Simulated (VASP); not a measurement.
# InP (Fm-3m) in VASP: a series of runs, part 2 of 3

VASP 6.6.1. Earlier steps stand in the parts before.

**4. Single point, PBEsol (20.34 Å³/atom)**

This run uses another cell than the first one, of 20.34 Å³/atom.

File INCAR:

```
ALGO = Normal
EDIFF = 1E-6
ENCUT = 520
GGA = PS
ISIF = 2
ISMEAR = 0
LASPH = T
LCHARG = F
LREAL = F
LWAVE = F
NBANDS = 16
NELM = 80
PREC = Accurate
SIGMA = 0.05
```

File KPOINTS:

```
k-points
0
Gamma
  10 10 10
```

File POSCAR:

```
InP
1.0
    0.0000000000      2.7295419145      2.7295419145
    2.7295419145      0.0000000000      2.7295419145
    2.7295419145      2.7295419145      0.0000000000
In P
1 1
Direct
    0.0000000000      0.0000000000      0.0000000000
    0.5000000000      0.5000000000      0.5000000000
```

Potentials or basis: VASP PAW PBE potentials, release 64 (In_d, P).

Command:

```
cat potpaw_PBE.64/In_d/POTCAR potpaw_PBE.64/P/POTCAR > POTCAR
mpirun -np 1 vasp_std > vasp.out
```

OUTCAR:

```text
EDIFF = 1E-6
   ENCUT = 520
   GGA = PS
   ISIF = 2
   ISMEAR = 0
   LASPH = T
   LREAL = F
   NELM = 80
   PREC = Accurate

 ion  position               nearest neighbor table
   1  0.000  0.000  0.000-   2 2.73   2 2.73   2 2.73   2 2.73   2 2.73   2 2.73
   2  0.500  0.500  0.500-   1 2.73   1 2.73   1 2.73   1 2.73   1 2.73   1 2.73

  LATTYP: Found a face centered cubic cell.
 ALAT       =     5.4590838290

  Lattice vectors:

 A1 = (   0.0000000000,   2.7295419145,   2.7295419145)
 A2 = (   2.7295419145,   0.0000000000,   2.7295419145)
 A3 = (   2.7295419145,   2.7295419145,   0.0000000000)

Analysis of symmetry for initial positions (statically):
=====================================================================
 Subroutine PRICEL returns:
 Original cell was already a primitive cell.

 Routine SETGRP: Setting up the symmetry group for a
 face centered cubic supercell.

 Subroutine GETGRP returns: Found 48 space group operations
 (whereof 48 operations were pure point group operations)
 out of a pool of 48 trial point group operations.

The static configuration has the point symmetry O_h .

Analysis of symmetry for dynamics (positions and initial velocities):
=====================================================================
 Subroutine PRICEL returns:
 Original cell was already a primitive cell.

 Routine SETGRP: Setting up the symmetry group for a
 face centered cubic supercell.

 Subroutine GETGRP returns: Found 48 space group operations
 (whereof 48 operations were pure point group operations)
 out of a pool of 48 trial point group operations.

The dynamic configuration has the point symmetry O_h .

 Subroutine INISYM returns: Found 48 space group operations
 (whereof 48 operations are pure point group operations),
 and found     1 'primitive' translations

----------------------------------------------------------------------------------------

                                     Primitive cell

  volume of cell :      40.6724

  direct lattice vectors                    reciprocal lattice vectors
     0.000000000  2.729541914  2.729541914    -0.183180920  0.183180920  0.183180920
     2.729541914  0.000000000  2.729541914     0.183180920 -0.183180920  0.183180920
     2.729541914  2.729541914  0.000000000     0.183180920  0.183180920 -0.183180920

  length of vectors
     3.860155195  3.860155195  3.860155195     0.317278661  0.317278661  0.317278661

  position of ions in fractional coordinates (direct lattice)
     0.000000000  0.000000000  0.000000000
     0.500000000  0.500000000  0.500000000

  ion indices of the primitive-cell ions
   primitive index   ion index
                 1           1
                 2           2

----------------------------------------------------------------------------------------

 KPOINTS: k-points

Automatic generation of k-mesh.
 Grid dimensions read from file:
 generate k-points for:   10   10   10

 Generating k-lattice:

  Cartesian coordinates                     Fractional coordinates (reciprocal lattice)
    -0.018318092  0.018318092  0.018318092     0.100000000  0.000000000  0.000000000
     0.018318092 -0.018318092  0.018318092     0.000000000  0.100000000  0.000000000
     0.018318092  0.018318092 -0.018318092     0.000000000  0.000000000  0.100000000

  Length of vectors
     0.031727866  0.031727866  0.031727866

  Shift w.r.t. Gamma in fractional coordinates (k-lattice)
     0.000000000  0.000000000  0.000000000

 Subroutine IBZKPT returns following result:
 ===========================================

 Found     47 irreducible k-points:

 Following reciprocal coordinates:
            Coordinates               Weight
  0.000000  0.000000  0.000000      1.000000
  0.100000  0.000000  0.000000      8.000000
  0.200000  0.000000  0.000000      8.000000
  0.300000  0.000000  0.000000      8.000000
  0.400000  0.000000  0.000000      8.000000
  0.500000  0.000000  0.000000      4.000000
[... 16 lines left out ...]
  0.300000  0.300000  0.000000      6.000000
  0.400000  0.300000  0.000000     24.000000
 [... further k-points ...]
   k-points           NKPTS =     47   k-points in BZ     NKDIM =     47   number of bands    NBANDS=     16
   number of dos      NEDOS =    301   number of ions     NIONS =      2
   total plane-waves  NPLWV =  27000
   dimension x,y,z NGX =    30 NGY =   30 NGZ =   30
   dimension x,y,z NGXF=    60 NGYF=   60 NGZF=   60
   ions per type =               1   1
   NGX,Y,Z   is equivalent  to a cutoff of  12.92, 12.92, 12.92 a.u.
   NGXF,Y,Z  is equivalent  to a cutoff of  25.84, 25.84, 25.84 a.u.
 SYSTEM =  unknown system
   PREC   = accura    normal or accurate (medium, high low for compatibility)
   ISTART =      0    job   : 0-new  1-cont  2-samecut
   ICHARG =      2    charge: 1-file 2-atom 10-const
   ISPIN  =      1    spin polarized calculation?
   LNONCOLLINEAR =      F non collinear calculations
   LSORBIT =      F    spin-orbit coupling
   LASPH  =      T    aspherical Exc in radial PAW
   ENCUT  =  520.0 eV  38.22 Ry    6.18 a.u.   7.18  7.18  7.18*2*pi/ulx,y,z
   NELM   =     80;   NELMIN=  2; NELMDL= -5     # of ELM steps
   EDIFF  = 0.1E-05   stopping-criterion for ELM
   LREAL  =      F    real-space projection
   EDIFFG = 0.1E-04   stopping-criterion for IOM
   NSW    =      0    number of steps for IOM
   IBRION =     -1    ionic relax: 0-MD 1-quasi-New 2-CG
   NFREE  =      0    steps in history (QN), initial steepest desc. (CG)
   ISIF   =      2    stress and relaxation
   ISYM   =      2    0-nonsym 1-usesym 2-fastsym
   POTIM  = 0.5000    time-step for ionic-motion
   TEBEG  =    0.0;   TEEND  =   0.0 temperature during run
   PSTRESS=    0.0 pullay stress
   NELECT =      18.0000    total number of electrons
   NUPDOWN=      -1.0000    fix difference up-down
   EMIN   =  10.00;   EMAX   =-10.00  energy-range for DOS
   EFERMI =   0.00;   METHOD = LEGACY
   ISMEAR =     0;   SIGMA  =   0.05  broadening in eV -4-tet -1-fermi 0-gaus
   EFERMI_NEDOS =   21; number of points for ismear=-14 and -15
   IALGO  =     38    algorithm
   IMIX   =      4    mixing-type and parameters
     AMIX     =   0.40;   BMIX     =  1.00
     AMIX_MAG =   1.60;   BMIX_MAG =  1.00
  volume/ion in A,a.u.               =      20.34       137.24
  Fermi-wavevector in a.u.,A,eV,Ry     =   1.247573  2.357571 21.176623  1.556438
  Thomas-Fermi vector in A             =   2.381699
   LORBIT       =      0    0 simple, 1 ext, 2 COOP (PROOUT), +10 PAW based schemes
   GGA     = PS    functional components
   LHFCALC =     F    Hartree Fock is set to
   AEXX    =    0.0000 exact exchange contribution
   IVDW    =     0    specifies the selected vdW correction
   LEPSILON=     F    determine dielectric tensor
   LRPA    =     F    only Hartree local field effects (RPA)
 non-spin polarized calculation
 Gauss-broadening in eV      SIGMA  =   0.05
  energy-cutoff  :      520.00
  volume of cell :       40.67
 maximum number of plane-waves:      1109
 NGX is ok and might be reduce to    30
   NGX = 15   NGY = 15   NGZ = 15

 number of electron      17.9999998 magnetization

 Free energy of the ion-electron system (eV)
  ---------------------------------------------------
  ext. energy  EPLUGINS =         0.00000000
  ---------------------------------------------------
  free energy    TOTEN  =        -8.80499126 eV

  energy without entropy =       -8.80382999  energy(sigma->0) =       -8.80441063

 E-fermi :   7.4236     XC(G=0): -10.7508

 val. band max:        7.3837698382   @ k =   0.3000   0.0000   0.0000
 cond. band min:       7.4294720318   @ k =   0.5000   0.3000   0.0000
 fundamental gap:      0.0457021936
 Fermi energy:         7.4236349195

 k-point     1 :       0.0000    0.0000    0.0000
  band No.  band energies     occupation
      1      -6.7145      2.00000
      2      -6.7145      2.00000
      3      -6.6895      2.00000
      4      -6.6895      2.00000
      5      -6.6895      2.00000
      6      -4.9007      2.00000
[... 8 lines left out ...]
     15      16.1302      0.00000
     16      16.1302      0.00000
[... 419 lines left out ...]
 k-point    24 :       0.4000    0.3000    0.0000
  band No.  band energies     occupation
      1      -6.9829      2.00000
      2      -6.7349      2.00000
      3      -6.6819      2.00000
      4      -6.5921      2.00000
      5      -6.5837      2.00000
      6      -2.6133      2.00000
[... 8 lines left out ...]
     15      19.5737      0.00000
     16      20.9067      0.00000

 [... further k-points ...]

------------------------ aborting loop because EDIFF is reached ----------------------------------------

  FORCE on cell =-STRESS in cart. coord.  units (eV):
  Direction    XX          YY          ZZ          XY          YZ          ZX
  --------------------------------------------------------------------------------------
  -------------------------------------------------------------------------------------
  Total        0.0058664      0.0058664      0.0058664     -0.0000000     -0.0000000     -0.0000000
  in kB        0.2310908      0.2310908      0.2310908     -0.0000000     -0.0000000     -0.0000000
  external PRESSURE =       0.2310908 kB  Pullay stress =       0.0000000 kB

 VOLUME and BASIS-vectors are now :
 -----------------------------------------------------------------------------
  energy-cutoff  :      520.00
  volume of cell :       40.67
      direct lattice vectors                 reciprocal lattice vectors
     0.000000000  2.729541914  2.729541914    -0.183180920  0.183180920  0.183180920
     2.729541914  0.000000000  2.729541914     0.183180920 -0.183180920  0.183180920
     2.729541914  2.729541914  0.000000000     0.183180920  0.183180920 -0.183180920

 POSITION                                       TOTAL-FORCE (eV/Angst)
 -----------------------------------------------------------------------------------
      0.00000      0.00000      0.00000        -0.000000      0.000000      0.000000
      2.72954      2.72954      2.72954         0.000000     -0.000000     -0.000000
 -----------------------------------------------------------------------------------
    total drift:                               -0.000000      0.000000      0.000000

  FREE ENERGIE OF THE ION-ELECTRON SYSTEM (eV)
  ---------------------------------------------------
  free  energy   TOTEN  =        -8.8049912604 eV

  energy  without entropy=       -8.8038299912  energy(sigma->0) =       -8.80441063
```

Wall time 56 s (1 thread of Intel Xeon 8259CL, shared host); peak memory 0.18 GiB.

Results:

```
Free energy            : -8.8050 eV
Pressure               : 0.0 GPa
Band gap on the k mesh : zero (bands 9 and 10 overlap by 2.80 eV)
```

Levels at points of the mesh, in eV from the Fermi level:
```
           k point  band 7  band 8  band 9  band 10  band 11  band 12
(0.00, 0.00, 0.00)   -0.28   -0.28   -0.28     0.86     7.11     7.11
(0.50, 0.00, 0.00)   -6.88    0.20    0.20     2.47     3.38     3.38
(0.50, 0.50, 0.00)   -5.23   -2.47   -2.46    -2.46     3.71    10.22
```

Caveat: the PAW data sets were made with another functional, which shifts forces and pressure a little; spin-orbit coupling is left out, which moves the levels of the heavy elements.

[end of part 2 of 3]

The gap in the log of VASP goes by the Fermi energy; the results here count the filled bands.